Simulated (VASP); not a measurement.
# LiTaO2 (P6/mmm) in VASP: further runs

LiTaO2 is run at these levels: PBE; tasks: single point.

Program: VASP 6.6.1. These are calculated values, not measurements. Logs are shortened: lines on timing, memory, paths and dates and some standing lists are left out, and cuts for length are marked.

### 1 The cell of the first run

It takes space group P6/mmm (No. 191, hexagonal). The conventional cell has a = 3.694 Å, b = 3.694 Å, c = 5.710 Å, α = 90.00°, β = 90.00°, γ = 120.00°. Within 3.8 Å of Li (site symmetry 6/mmm) lie 2 Ta at 2.86 Å and 12 O at 3.56 Å and 6 Li at 3.69 Å. Ta (site symmetry 6/mmm) has 6 O at 2.13 Å and 2 Li at 2.86 Å within 2.9 Å. O (site symmetry -6m2) has 3 O at 2.13 Å and 3 Ta at 2.13 Å within 2.8 Å.

The cell was generated, and may not be a known phase.

### 2 Single point, PBE, collinear spin

INCAR

```
PREC = Accurate
ENCUT = 880
EDIFF = 1E-6
ISMEAR = 0
SIGMA = 0.1
LREAL = False
LASPH = True
NELM = 200
ALGO = Normal
ISIF = 2
LWAVE = False
LCHARG = False
ISPIN = 2
MAGMOM = 0 1 0 0
LORBIT = 11
LMAXMIX = 4
GGA = PE
NBANDS = 26
GGA_COMPAT = False
```

KPOINTS

```
regular mesh
0
Gamma
  6 6 4
```

POSCAR

```
LiTaO2
1.0
    3.6936345969      0.0000000000      0.0000000000
   -1.8468172985      3.1987813932      0.0000000000
    0.0000000000      0.0000000000      5.7103624863
Li Ta O
1 1 2
Direct
    0.0000000000      0.0000000000      0.5000000000
    0.0000000000      0.0000000000      0.0000000000
    0.3333333333      0.6666666667      0.0000000000
    0.6666666667      0.3333333333      0.0000000000
```

Potentials or basis: VASP PAW PBE potentials, release 64 (Li_sv, Ta_sv_GW, O).

On the command line:

```console
$ cat potpaw_PBE.64/Li_sv/POTCAR potpaw_PBE.64/Ta_sv_GW/POTCAR potpaw_PBE.64/O/POTCAR > POTCAR
$ mpirun -np 1 vasp_std > vasp.out
```

OUTCAR:

```text
PREC = Accurate
   ENCUT = 880
   EDIFF = 1E-6
   ISMEAR = 0
   LREAL = False
   LASPH = True
   NELM = 200
   ISIF = 2
   ISPIN = 2
   LORBIT = 11
   GGA = PE

 ion  position               nearest neighbor table
   1  0.000  0.000  0.500-   2 2.86   2 2.86
   2  0.000  0.000  0.000-   3 2.13   4 2.13   4 2.13   3 2.13   4 2.13   3 2.13   1 2.86   1 2.86

   3  0.333  0.667  0.000-   2 2.13   2 2.13   2 2.13
   4  0.667  0.333  0.000-   2 2.13   2 2.13   2 2.13

  LATTYP: Found a hexagonal cell.
 ALAT       =     3.6936345969
 C/A-ratio  =     1.5460009204

  Lattice vectors:

 A1 = (   3.6936345969,   0.0000000000,   0.0000000000)
 A2 = (  -1.8468172985,   3.1987813932,   0.0000000000)
 A3 = (   0.0000000000,   0.0000000000,   5.7103624863)

Analysis of symmetry for initial positions (statically):
=====================================================================
 Subroutine PRICEL returns:
 Original cell was already a primitive cell.

 Routine SETGRP: Setting up the symmetry group for a
 hexagonal supercell.

 Subroutine GETGRP returns: Found 24 space group operations
 (whereof 24 operations were pure point group operations)
 out of a pool of 24 trial point group operations.

The static configuration has the point symmetry D_6h.

Analysis of symmetry for dynamics (positions and initial velocities):
=====================================================================
 Subroutine PRICEL returns:
 Original cell was already a primitive cell.

 Routine SETGRP: Setting up the symmetry group for a
 hexagonal supercell.

 Subroutine GETGRP returns: Found 24 space group operations
 (whereof 24 operations were pure point group operations)
 out of a pool of 24 trial point group operations.

The dynamic configuration has the point symmetry D_6h.

Analysis of structural, dynamic, and magnetic symmetry:
=====================================================================
 Subroutine PRICEL returns:
 Original cell was already a primitive cell.

 Routine SETGRP: Setting up the symmetry group for a
 hexagonal supercell.

 Subroutine GETGRP returns: Found 24 space group operations
 (whereof 24 operations were pure point group operations)
 out of a pool of 24 trial point group operations.

The overall configuration has the point symmetry D_6h.

 Subroutine INISYM returns: Found 24 space group operations
 (whereof 24 operations are pure point group operations),
 and found     1 'primitive' translations

----------------------------------------------------------------------------------------

                                     Primitive cell

  volume of cell :      67.4687

  direct lattice vectors                    reciprocal lattice vectors
     3.693634597  0.000000000  0.000000000     0.270736039  0.156309525  0.000000000
    -1.846817298  3.198781393  0.000000000     0.000000000  0.312619050  0.000000000
     0.000000000  0.000000000  5.710362486     0.000000000  0.000000000  0.175120231

  length of vectors
     3.693634597  3.693634597  5.710362486     0.312619050  0.312619050  0.175120231

  position of ions in fractional coordinates (direct lattice)
     0.000000000  0.000000000  0.500000000
     0.000000000  0.000000000  0.000000000
     0.333333333  0.666666667  0.000000000
     0.666666667  0.333333333  0.000000000

  ion indices of the primitive-cell ions
   primitive index   ion index
                 1           1
                 2           2
                 3           3
                 4           4

----------------------------------------------------------------------------------------

 KPOINTS: regular mesh

Automatic generation of k-mesh.
 Grid dimensions read from file:
 generate k-points for:    6    6    4

 Generating k-lattice:

  Cartesian coordinates                     Fractional coordinates (reciprocal lattice)
     0.045122673  0.026051587  0.000000000     0.166666667  0.000000000  0.000000000
     0.000000000  0.052103175  0.000000000     0.000000000  0.166666667  0.000000000
     0.000000000  0.000000000  0.043780058     0.000000000  0.000000000  0.250000000

  Length of vectors
     0.052103175  0.052103175  0.043780058

  Shift w.r.t. Gamma in fractional coordinates (k-lattice)
     0.000000000  0.000000000  0.000000000

 Subroutine IBZKPT returns following result:
 ===========================================

 Found     21 irreducible k-points:

 Following reciprocal coordinates:
            Coordinates               Weight
  0.000000  0.000000  0.000000      1.000000
  0.166667  0.000000  0.000000      6.000000
  0.333333  0.000000  0.000000      6.000000
  0.500000  0.000000  0.000000      3.000000
  0.166667  0.166667  0.000000      6.000000
  0.333333  0.166667  0.000000     12.000000
[... 13 lines left out ...]
  0.333333  0.166667  0.500000     12.000000
  0.333333  0.333333  0.500000      2.000000
   k-points           NKPTS =     21   k-points in BZ     NKDIM =     21   number of bands    NBANDS=     26
   number of dos      NEDOS =    301   number of ions     NIONS =      4
   total plane-waves  NPLWV =  72576
   dimension x,y,z NGX =    36 NGY =   36 NGZ =   56
   dimension x,y,z NGXF=    72 NGYF=   72 NGZF=  112
   ions per type =               1   1   2
   NGX,Y,Z   is equivalent  to a cutoff of  16.20, 16.20, 16.30 a.u.
   NGXF,Y,Z  is equivalent  to a cutoff of  32.41, 32.41, 32.61 a.u.
 SYSTEM =  unknown system
   PREC   = accura    normal or accurate (medium, high low for compatibility)
   ISTART =      0    job   : 0-new  1-cont  2-samecut
   ICHARG =      2    charge: 1-file 2-atom 10-const
   ISPIN  =      2    spin polarized calculation?
   LNONCOLLINEAR =      F non collinear calculations
   LSORBIT =      F    spin-orbit coupling
   LASPH  =      T    aspherical Exc in radial PAW
   ENCUT  =  880.0 eV  64.68 Ry    8.04 a.u.   8.93  8.93 13.81*2*pi/ulx,y,z
   NELM   =    200;   NELMIN=  2; NELMDL= -5     # of ELM steps
   EDIFF  = 0.1E-05   stopping-criterion for ELM
   LREAL  =      F    real-space projection
   EDIFFG = 0.1E-04   stopping-criterion for IOM
   NSW    =      0    number of steps for IOM
   IBRION =     -1    ionic relax: 0-MD 1-quasi-New 2-CG
   NFREE  =      0    steps in history (QN), initial steepest desc. (CG)
   ISIF   =      2    stress and relaxation
   ISYM   =      2    0-nonsym 1-usesym 2-fastsym
   POTIM  = 0.5000    time-step for ionic-motion
   TEBEG  =    0.0;   TEEND  =   0.0 temperature during run
   PSTRESS=    0.0 pullay stress
   NELECT =      28.0000    total number of electrons
   NUPDOWN=      -1.0000    fix difference up-down
   EMIN   =  10.00;   EMAX   =-10.00  energy-range for DOS
   EFERMI =   0.00;   METHOD = LEGACY
   ISMEAR =     0;   SIGMA  =   0.10  broadening in eV -4-tet -1-fermi 0-gaus
   EFERMI_NEDOS =   21; number of points for ismear=-14 and -15
   IALGO  =     38    algorithm
   IMIX   =      4    mixing-type and parameters
     AMIX     =   0.40;   BMIX     =  1.00
     AMIX_MAG =   1.60;   BMIX_MAG =  1.00
  volume/ion in A,a.u.               =      16.87       113.83
  Fermi-wavevector in a.u.,A,eV,Ry     =   1.221125  2.307592 20.288276  1.491146
  Thomas-Fermi vector in A             =   2.356318
   LORBIT       =     11    0 simple, 1 ext, 2 COOP (PROOUT), +10 PAW based schemes
   GGA     = PE    functional components
   LHFCALC =     F    Hartree Fock is set to
   AEXX    =    0.0000 exact exchange contribution
   IVDW    =     0    specifies the selected vdW correction
   LEPSILON=     F    determine dielectric tensor
   LRPA    =     F    only Hartree local field effects (RPA)
 spin polarized calculation
 Gauss-broadening in eV      SIGMA  =   0.10
  energy-cutoff  :      880.00
  volume of cell :       67.47
 maximum number of plane-waves:      4026
 NGX is ok and might be reduce to    36
   NGX = 17   NGY = 17   NGZ = 27

 number of electron      28.0000002 magnetization       0.6487132

 number of electron      28.0000002 magnetization      -0.0004141

 Free energy of the ion-electron system (eV)
  ---------------------------------------------------
  ext. energy  EPLUGINS =         0.00000000
  ---------------------------------------------------
  free energy    TOTEN  =       -30.83220886 eV

  energy without entropy =      -30.82755551  energy(sigma->0) =      -30.82988218

 E-fermi :   3.6484     XC(G=0):  -8.9305

 val. band max:        3.6119828414   @ k =   0.3333   0.3333   0.5000
 cond. band min:       3.6968032409   @ k =   0.1667   0.0000   0.5000
 fundamental gap:      0.0848203995
 Fermi energy:         3.6483742550

 spin component 1

 k-point     1 :       0.0000    0.0000    0.0000
  band No.  band energies     occupation
      1     -65.2430      1.00000
      2     -43.8251      1.00000
      3     -31.6542      1.00000
      4     -31.5086      1.00000
      5     -31.5086      1.00000
      6     -16.5650      1.00000
[... 598 lines left out ...]
     25      16.0783      0.00000
     26      16.7878      0.00000
 Fermi energy:         3.6483742550

 spin component 2

 k-point     1 :       0.0000    0.0000    0.0000
  band No.  band energies     occupation
      1     -65.2428      1.00000
      2     -43.8253      1.00000
      3     -31.6539      1.00000
      4     -31.5085      1.00000
      5     -31.5085      1.00000
      6     -16.5651      1.00000
[... 598 lines left out ...]
     25      16.0774      0.00000
     26      16.7876      0.00000

------------------------ aborting loop because EDIFF is reached ----------------------------------------

  FORCE on cell =-STRESS in cart. coord.  units (eV):
  Direction    XX          YY          ZZ          XY          YZ          ZX
  --------------------------------------------------------------------------------------
  -------------------------------------------------------------------------------------
  Total        0.0020074      0.0020074      0.0155865     -0.0000000      0.0000000      0.0000000
  in kB        0.0476694      0.0476694      0.3701318     -0.0000000      0.0000000      0.0000000
  external PRESSURE =       0.1551569 kB  Pullay stress =       0.0000000 kB

 VOLUME and BASIS-vectors are now :
 -----------------------------------------------------------------------------
  energy-cutoff  :      880.00
  volume of cell :       67.47
      direct lattice vectors                 reciprocal lattice vectors
     3.693634597  0.000000000  0.000000000     0.270736039  0.156309525  0.000000000
    -1.846817298  3.198781393  0.000000000     0.000000000  0.312619050  0.000000000
     0.000000000  0.000000000  5.710362486     0.000000000  0.000000000  0.175120231

 POSITION                                       TOTAL-FORCE (eV/Angst)
 -----------------------------------------------------------------------------------
      0.00000      0.00000      2.85518        -0.000000      0.000000     -0.000000
      0.00000      0.00000      0.00000        -0.000000      0.000000     -0.000000
     -0.00000      2.13252      0.00000         0.000000     -0.000000     -0.000000
      1.84682      1.06626      0.00000        -0.000000      0.000000      0.000000
 -----------------------------------------------------------------------------------
    total drift:                               -0.000000      0.000000      0.000000

  FREE ENERGIE OF THE ION-ELECTRON SYSTEM (eV)
  ---------------------------------------------------
  free  energy   TOTEN  =       -30.8322088607 eV

  energy  without entropy=      -30.8275555065  energy(sigma->0) =      -30.82988218

 total charge

# of ion       s       p       d       f       tot
--------------------------------------------------
    1        2.028   0.037   0.000   0.000   2.065
    2        3.353   6.051   1.982   0.126  11.511
    3        1.582   3.454   0.000   0.000   5.036
    4        1.582   3.454   0.000   0.000   5.036
--------------------------------------------------
tot          8.545  12.997   1.982   0.126  23.648

 magnetization (x)

# of ion       s       p       d       f       tot
--------------------------------------------------
    1       -0.000  -0.000   0.000   0.000  -0.000
    2        0.000  -0.000   0.000  -0.000   0.000
    3       -0.000  -0.000   0.000   0.000  -0.000
    4       -0.000  -0.000   0.000   0.000  -0.000
--------------------------------------------------
tot          0.000  -0.000   0.000  -0.000  -0.000
```

Wall time 2.8 min (1 thread of Intel Xeon Platinum 8259CL at 2.50GHz (Skylake/Cascade Lake), shared host); peak memory 0.39 GiB.

Results:

```
Free energy                                           : -30.8322 eV
Pressure                                              : 0.0 GPa
Band gap on the k mesh                                : zero (filled and empty bands overlap)
Net moment                                            : 0.00 μB per cell
Valence electrons inside the program's atomic spheres : Li 2.06; Ta 11.51; O 5.04
```

Levels at points of the mesh, in eV from the Fermi level:
Spin up:
```tsv
k point	band 12	band 13	band 14	band 15	band 16	band 17
(0.00, 0.00, 0.00)	-1.41	-0.88	-0.88	1.39	1.39	2.83
(0.50, 0.00, 0.00)	-2.77	-1.59	-0.94	0.92	1.13	3.39
(0.00, 0.00, 0.50)	-1.42	-0.88	-0.88	-0.13	1.31	1.31
(0.50, 0.00, 0.50)	-2.83	-1.57	-0.81	0.78	1.83	2.24
```
Spin down:
```tsv
k point	band 12	band 13	band 14	band 15	band 16	band 17
(0.00, 0.00, 0.00)	-1.41	-0.88	-0.88	1.39	1.39	2.83
(0.50, 0.00, 0.00)	-2.77	-1.59	-0.94	0.92	1.13	3.39
(0.00, 0.00, 0.50)	-1.42	-0.88	-0.88	-0.13	1.31	1.31
(0.50, 0.00, 0.50)	-2.83	-1.57	-0.81	0.78	1.83	2.24
```

Caveat: spin-orbit coupling is left out, which moves the levels of the heavy elements.

### 3 Single point, PBE

INCAR

```
SYSTEM = LiTaO2
ALGO     = Normal         ! electronic algorithm
EDIFF    = 1E-6           ! SCF threshold, eV
ENCUT    = 880            ! plane-wave cutoff, eV
GGA      = PE             ! functional
GGA_COMPAT= .False.      
ISIF     = 2              ! what is computed and relaxed
ISMEAR   = 0              ! smearing method
LASPH    = .True.         ! aspherical terms in the spheres
LCHARG   = .False.        ! write CHGCAR
LREAL    = .False.        ! projectors in reciprocal space
LWAVE    = .False.        ! write WAVECAR
NBANDS   = 22             ! bands
NELM     = 120            ! most SCF steps
PREC     = Accurate       ! precision mode
SIGMA    = 0.1            ! smearing width, eV
```

KPOINTS

```
k-points
0
Gamma
  12 12 8
  0 0 0
```

POSCAR

```
LiTaO2
1.0
    3.6948591008      0.0000000000      0.0000000000
   -1.8474295504      3.1998418447      0.0000000000
    0.0000000000      0.0000000000      5.6982637607
Li Ta O
1 1 2
Direct
    0.0000000000      0.0000000000      0.5000000000
    0.0000000000      0.0000000000      0.0000000000
    0.3333333333      0.6666666667      0.0000000000
    0.6666666667      0.3333333333      0.0000000000
```

Potentials or basis: VASP PAW PBE potentials, release 64 (Li_sv, Ta_sv_GW, O).

On the command line:

```console
$ cat potpaw_PBE.64/Li_sv/POTCAR potpaw_PBE.64/Ta_sv_GW/POTCAR potpaw_PBE.64/O/POTCAR > POTCAR
$ mpirun -np 1 vasp_std > vasp.out
```

Run time: 4.8 min. Hardware: 1 thread of Intel Xeon 6975P-C (Granite Rapids), shared host; peak memory 0.45 GiB.

It converged, with:

```
Free energy            : -30.8312 eV
Pressure               : 0.0 GPa
Band gap on the k mesh : zero (bands 14 and 15 overlap by 0.13 eV)
```

Stress tensor (GPa, compression positive):
```
 0.06  0.00  0.00
 0.00  0.06  0.00
 0.00  0.00 -0.09
```

Levels at points of the mesh, in eV from the Fermi level:
```
           k point  band 10  band 11  band 12  band 13  band 14  band 15  band 16  band 17  band 18  band 19
(0.00, 0.00, 0.00)    -4.98    -2.78    -1.37    -0.83    -0.83     1.41     1.41     2.85     2.98     8.09
(0.50, 0.00, 0.00)    -4.95    -2.84    -2.73    -1.54    -0.94     0.94     1.13     3.39     3.47     3.82
(0.00, 0.00, 0.50)    -5.21    -1.77    -1.38    -0.82    -0.82    -0.11     1.33     1.33     6.07     8.10
(0.50, 0.00, 0.50)    -5.07    -2.84    -2.80    -1.52    -0.81     0.80     1.85     2.25     3.83     3.98
```

Caveat: spin-orbit coupling is left out, which moves the levels of the heavy elements.

The gap in the log of VASP goes by the Fermi energy; the results here count the filled bands.